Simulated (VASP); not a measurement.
# SnPb3Se4 (P4/mmm) in VASP: single point with PBE

Aim: the single point of SnPb3Se4 with PBE.

All numbers are computed with VASP 6.6.1; they aren't measurements. Logs are shortened: lines on timing, memory, paths and dates and some standing lists are left out, and cuts for length are marked.

## Step 1: The cell of the first run

The structure is tetragonal, space group P4/mmm (No. 123). Conventional cell: a = 4.282 Å, b = 4.282 Å, c = 12.111 Å, α = 90.00°, β = 90.00°, γ = 90.00°. Sn (site symmetry 4/mmm) has 6 Se at 2.98 to 3.03 Å within 3.9 Å. Pb (site symmetry 4mm) has 6 Se at 3.02 to 3.04 Å within 4.0 Å. Pb (site symmetry 4/mmm) has 6 Se at 3.03 to 3.08 Å within 4.0 Å. Within 4.0 Å of Se (site symmetry 4/mmm) lie 2 Pb at 3.02 Å and 4 Sn at 3.03 Å. Se (site symmetry 4mm) has 1 Sn at 2.98 Å and 5 Pb at 3.03 to 3.08 Å within 3.9 Å. Within 4.0 Å of Se (site symmetry 4/mmm) lie 6 Pb at 3.03 to 3.04 Å.

## Step 2: Single point, PBE (27.76 Å³/atom)

Input file INCAR:

```
SYSTEM = SnPb3Se4
ALGO = Normal
EDIFF = 1E-6
ENCUT = 520
GGA = PE
ISIF = 2
ISMEAR = 0
LASPH = .TRUE.
LCHARG = .FALSE.
LREAL = .FALSE.
LWAVE = .FALSE.
NBANDS = 50
NELM = 80
PREC = Accurate
SIGMA = 0.1
```

Input file KPOINTS:

```
k-points
0
G
  8 8 4
  0 0 0
```

Input file POSCAR:

```
SnPb3Se4
1.0
    4.2819975879      0.0000000000      0.0000000000
    0.0000000000      4.2819975879      0.0000000000
    0.0000000000      0.0000000000     12.1106578082
Sn Pb Se
1 3 4
Direct
    0.5000000000      0.5000000000      0.0000000000
    0.0000000000      0.0000000000      0.7509182013
    0.0000000000      0.0000000000      0.2490817987
    0.5000000000      0.5000000000      0.5000000000
    0.0000000000      0.0000000000      0.0000000000
    0.5000000000      0.5000000000      0.2460641551
    0.0000000000      0.0000000000      0.5000000000
    0.5000000000      0.5000000000      0.7539358449
```

Potentials or basis: VASP PAW PBE potentials, release 64 (Sn_d, Pb_d, Se).

Command:

```bash
cat potpaw_PBE.64/Sn_d/POTCAR potpaw_PBE.64/Pb_d/POTCAR potpaw_PBE.64/Se/POTCAR > POTCAR
mpirun -np 1 vasp_std > vasp.out
```

OUTCAR:

```text
SYSTEM = SnPb3Se4
   EDIFF = 1E-6
   ENCUT = 520
   GGA = PE
   ISIF = 2
   ISMEAR = 0
   LASPH = .TRUE.
   LREAL = .FALSE.
   NELM = 80
   PREC = Accurate

 ion  position               nearest neighbor table
   1  0.500  0.500  0.000-   6 2.98   8 2.98   5 3.03   5 3.03   5 3.03   5 3.03
   2  0.000  0.000  0.751-   5 3.02   8 3.03   8 3.03   8 3.03   8 3.03   7 3.04
   3  0.000  0.000  0.249-   5 3.02   6 3.03   6 3.03   6 3.03   6 3.03   7 3.04
   4  0.500  0.500  0.500-   7 3.03   7 3.03   7 3.03   7 3.03   8 3.08   6 3.08
   5  0.000  0.000  0.000-   2 3.02   3 3.02   1 3.03   1 3.03   1 3.03   1 3.03
   6  0.500  0.500  0.246-   1 2.98   3 3.03   3 3.03   3 3.03   3 3.03   4 3.08
   7  0.000  0.000  0.500-   4 3.03   4 3.03   4 3.03   4 3.03   2 3.04   3 3.04
   8  0.500  0.500  0.754-   1 2.98   2 3.03   2 3.03   2 3.03   2 3.03   4 3.08

  LATTYP: Found a simple tetragonal cell.
 ALAT       =     4.2819975879
 C/A-ratio  =     2.8282729169

  Lattice vectors:

 A1 = (   4.2819975879,   0.0000000000,   0.0000000000)
 A2 = (   0.0000000000,   4.2819975879,   0.0000000000)
 A3 = (   0.0000000000,   0.0000000000,  12.1106578082)

Analysis of symmetry for initial positions (statically):
=====================================================================
 Subroutine PRICEL returns:
 Original cell was already a primitive cell.

 Routine SETGRP: Setting up the symmetry group for a
 simple tetragonal supercell.

 Subroutine GETGRP returns: Found 16 space group operations
 (whereof 16 operations were pure point group operations)
 out of a pool of 16 trial point group operations.

The static configuration has the point symmetry D_4h.

Analysis of symmetry for dynamics (positions and initial velocities):
=====================================================================
 Subroutine PRICEL returns:
 Original cell was already a primitive cell.

 Routine SETGRP: Setting up the symmetry group for a
 simple tetragonal supercell.

 Subroutine GETGRP returns: Found 16 space group operations
 (whereof 16 operations were pure point group operations)
 out of a pool of 16 trial point group operations.

The dynamic configuration has the point symmetry D_4h.

 Subroutine INISYM returns: Found 16 space group operations
 (whereof 16 operations are pure point group operations),
 and found     1 'primitive' translations

----------------------------------------------------------------------------------------

                                     Primitive cell

  volume of cell :     222.0550

  direct lattice vectors                    reciprocal lattice vectors
     4.281997588  0.000000000  0.000000000     0.233535863  0.000000000  0.000000000
     0.000000000  4.281997588  0.000000000     0.000000000  0.233535863  0.000000000
     0.000000000  0.000000000 12.110657808     0.000000000  0.000000000  0.082571898

  length of vectors
     4.281997588  4.281997588 12.110657808     0.233535863  0.233535863  0.082571898

  position of ions in fractional coordinates (direct lattice)
     0.500000000  0.500000000  0.000000000
     0.000000000  0.000000000  0.750918201
     0.000000000  0.000000000  0.249081799
     0.500000000  0.500000000  0.500000000
     0.000000000  0.000000000  0.000000000
     0.500000000  0.500000000  0.246064155
     0.000000000  0.000000000  0.500000000
     0.500000000  0.500000000  0.753935845

  ion indices of the primitive-cell ions
   primitive index   ion index
                 1           1
                 2           2
                 3           3
                 4           4
                 5           5
                 6           6
                 7           7
                 8           8

----------------------------------------------------------------------------------------

 KPOINTS: k-points

Automatic generation of k-mesh.
 Grid dimensions read from file:
 generate k-points for:    8    8    4

 Generating k-lattice:

  Cartesian coordinates                     Fractional coordinates (reciprocal lattice)
     0.029191983  0.000000000  0.000000000     0.125000000  0.000000000  0.000000000
     0.000000000  0.029191983  0.000000000     0.000000000  0.125000000  0.000000000
     0.000000000  0.000000000  0.020642974     0.000000000  0.000000000  0.250000000

  Length of vectors
     0.029191983  0.029191983  0.020642974

  Shift w.r.t. Gamma in fractional coordinates (k-lattice)
     0.000000000  0.000000000  0.000000000

 Subroutine IBZKPT returns following result:
 ===========================================

 Found     45 irreducible k-points:

 Following reciprocal coordinates:
            Coordinates               Weight
  0.000000  0.000000  0.000000      1.000000
  0.125000  0.000000  0.000000      4.000000
  0.250000  0.000000  0.000000      4.000000
  0.375000  0.000000  0.000000      4.000000
  0.500000  0.000000  0.000000      2.000000
  0.125000  0.125000  0.000000      4.000000
[... 16 lines left out ...]
  0.375000  0.125000  0.250000     16.000000
  0.500000  0.125000  0.250000      8.000000
 [... further k-points ...]
   k-points           NKPTS =     45   k-points in BZ     NKDIM =     45   number of bands    NBANDS=     50
   number of dos      NEDOS =    301   number of ions     NIONS =      8
   total plane-waves  NPLWV =  92160
   dimension x,y,z NGX =    32 NGY =   32 NGZ =   90
   dimension x,y,z NGXF=    64 NGYF=   64 NGZF=  180
   ions per type =               1   3   4
   NGX,Y,Z   is equivalent  to a cutoff of  12.42, 12.42, 12.35 a.u.
   NGXF,Y,Z  is equivalent  to a cutoff of  24.85, 24.85, 24.71 a.u.
 SYSTEM =  SnPb3Se4
   PREC   = accura    normal or accurate (medium, high low for compatibility)
   ISTART =      0    job   : 0-new  1-cont  2-samecut
   ICHARG =      2    charge: 1-file 2-atom 10-const
   ISPIN  =      1    spin polarized calculation?
   LNONCOLLINEAR =      F non collinear calculations
   LSORBIT =      F    spin-orbit coupling
   LASPH  =      T    aspherical Exc in radial PAW
   ENCUT  =  520.0 eV  38.22 Ry    6.18 a.u.   7.96  7.96 22.52*2*pi/ulx,y,z
   NELM   =     80;   NELMIN=  2; NELMDL= -5     # of ELM steps
   EDIFF  = 0.1E-05   stopping-criterion for ELM
   LREAL  =      F    real-space projection
[... 7 lines left out ...]
   TEBEG  =    0.0;   TEEND  =   0.0 temperature during run
   PSTRESS=    0.0 pullay stress
   NELECT =      80.0000    total number of electrons
   NUPDOWN=      -1.0000    fix difference up-down
   EMIN   =  10.00;   EMAX   =-10.00  energy-range for DOS
   EFERMI =   0.00;   METHOD = LEGACY
   ISMEAR =     0;   SIGMA  =   0.10  broadening in eV -4-tet -1-fermi 0-gaus
   EFERMI_NEDOS =   21; number of points for ismear=-14 and -15
   IALGO  =     38    algorithm
   IMIX   =      4    mixing-type and parameters
     AMIX     =   0.40;   BMIX     =  1.00
     AMIX_MAG =   1.60;   BMIX_MAG =  1.00
  volume/ion in A,a.u.               =      27.76       187.31
  Fermi-wavevector in a.u.,A,eV,Ry     =   1.164889  2.201321 18.462656  1.356967
  Thomas-Fermi vector in A             =   2.301422
   LORBIT       =      0    0 simple, 1 ext, 2 COOP (PROOUT), +10 PAW based schemes
   GGA     = PE    functional components
   LHFCALC =     F    Hartree Fock is set to
   AEXX    =    0.0000 exact exchange contribution
   IVDW    =     0    specifies the selected vdW correction
   LEPSILON=     F    determine dielectric tensor
   LRPA    =     F    only Hartree local field effects (RPA)
 non-spin polarized calculation
 Gauss-broadening in eV      SIGMA  =   0.10
  energy-cutoff  :      520.00
  volume of cell :      222.06
 maximum number of plane-waves:      6024
 NGX is ok and might be reduce to    32
   NGX = 15   NGY = 15   NGZ = 45

 number of electron      80.0000039 magnetization

 Free energy of the ion-electron system (eV)
  ---------------------------------------------------
  ext. energy  EPLUGINS =         0.00000000
  ---------------------------------------------------
  free energy    TOTEN  =       -32.64214827 eV

  energy without entropy =      -32.64111641  energy(sigma->0) =      -32.64163234

 E-fermi :   5.6253     XC(G=0):  -9.6400

 val. band max:        5.6131185738   @ k =   0.5000   0.0000   0.0000
 cond. band min:       5.6271754835   @ k =   0.5000   0.0000   0.0000
 fundamental gap:      0.0140569097
 Fermi energy:         5.6253110842

 k-point     1 :       0.0000    0.0000    0.0000
  band No.  band energies     occupation
      1     -16.0497      2.00000
      2     -16.0412      2.00000
      3     -16.0315      2.00000
      4     -16.0307      2.00000
      5     -16.0307      2.00000
      6     -11.5976      2.00000
[... 42 lines left out ...]
     49      10.2473      0.00000
     50      10.2611      0.00000

 k-point     2 :       0.1250    0.0000    0.0000
  band No.  band energies     occupation
      1     -16.0488      2.00000
      2     -16.0397      2.00000
      3     -16.0326      2.00000
      4     -16.0312      2.00000
      5     -16.0306      2.00000
      6     -11.5884      2.00000
[... 42 lines left out ...]
     49       9.6855      0.00000
     50       9.9337      0.00000

 k-point     3 :       0.2500    0.0000    0.0000
  band No.  band energies     occupation
      1     -16.0471      2.00000
      2     -16.0357      2.00000
      3     -16.0351      2.00000
      4     -16.0325      2.00000
      5     -16.0305      2.00000
      6     -11.5654      2.00000
[... 42 lines left out ...]
     49       8.8102      0.00000
     50       9.4087      0.00000

 k-point     4 :       0.3750    0.0000    0.0000
  band No.  band energies     occupation
      1     -16.0459      2.00000
      2     -16.0377      2.00000
      3     -16.0338      2.00000
      4     -16.0311      2.00000
      5     -16.0304      2.00000
      6     -11.5395      2.00000
[... 999 lines left out ...]
 k-point    23 :       0.3750    0.1250    0.2500
  band No.  band energies     occupation
      1     -16.0446      2.00000
      2     -16.0395      2.00000
      3     -16.0337      2.00000
      4     -16.0309      2.00000
      5     -16.0303      2.00000
      6     -11.5450      2.00000
[... 42 lines left out ...]
     49       9.0985      0.00000
     50       9.3227      0.00000

 k-point    24 :       0.5000    0.1250    0.2500
  band No.  band energies     occupation
      1     -16.0441      2.00000
      2     -16.0407      2.00000
      3     -16.0342      2.00000
      4     -16.0308      2.00000
      5     -16.0284      2.00000
      6     -11.5371      2.00000
[... 42 lines left out ...]
     49       8.4861      0.00000
     50       8.5769      0.00000

 [... further k-points ...]
[... 5 lines left out ...]
  --------------------------------------------------------------------------------------
  -------------------------------------------------------------------------------------
  Total        4.5662776      4.5662776      4.5699022      0.0000000      0.0000000     -0.0000000
  in kB       32.9467303     32.9467303     32.9728831      0.0000000      0.0000000     -0.0000000
  external PRESSURE =      32.9554479 kB  Pullay stress =       0.0000000 kB

 VOLUME and BASIS-vectors are now :
 -----------------------------------------------------------------------------
  energy-cutoff  :      520.00
  volume of cell :      222.06
      direct lattice vectors                 reciprocal lattice vectors
     4.281997588  0.000000000  0.000000000     0.233535863  0.000000000  0.000000000
     0.000000000  4.281997588  0.000000000     0.000000000  0.233535863  0.000000000
     0.000000000  0.000000000 12.110657808     0.000000000  0.000000000  0.082571898

 POSITION                                       TOTAL-FORCE (eV/Angst)
 -----------------------------------------------------------------------------------
      2.14100      2.14100      0.00000        -0.000000     -0.000000      0.000000
      0.00000      0.00000      9.09411        -0.000000     -0.000000     -0.004291
      0.00000      0.00000      3.01654        -0.000000     -0.000000      0.004291
      2.14100      2.14100      6.05533        -0.000000     -0.000000      0.000000
      0.00000      0.00000      0.00000        -0.000000     -0.000000      0.000000
      2.14100      2.14100      2.98000        -0.000000      0.000000     -0.000704
      0.00000      0.00000      6.05533        -0.000000     -0.000000      0.000000
      2.14100      2.14100      9.13066         0.000000     -0.000000      0.000704
 -----------------------------------------------------------------------------------
    total drift:                                0.000000     -0.000000     -0.000000

  FREE ENERGIE OF THE ION-ELECTRON SYSTEM (eV)
  ---------------------------------------------------
  free  energy   TOTEN  =       -32.6421482674 eV

  energy  without entropy=      -32.6411164093  energy(sigma->0) =      -32.64163234
```

Wall time 14 min (1 thread of Intel Xeon 8259CL, shared host); peak memory 0.58 GiB.

What came out:

```yaml
Free_energy: -32.6421 eV
Pressure: 3.3 GPa
Largest_force: 0.004 eV/Å
Band_gap_on_the_k_mesh: 0.01 eV
```

Forces in eV/Å, atoms in the order of the input:
```
Sn   0.000  0.000  0.000
Pb   0.000  0.000 -0.004
Pb   0.000  0.000  0.004
Pb   0.000  0.000  0.000
Se   0.000  0.000  0.000
Se   0.000  0.000 -0.001
Se   0.000  0.000  0.000
Se   0.000  0.000  0.001
```

Caveat: the cell stands under pressure; spin-orbit coupling is left out, which moves the levels of the heavy elements. A k mesh can miss the band edges.
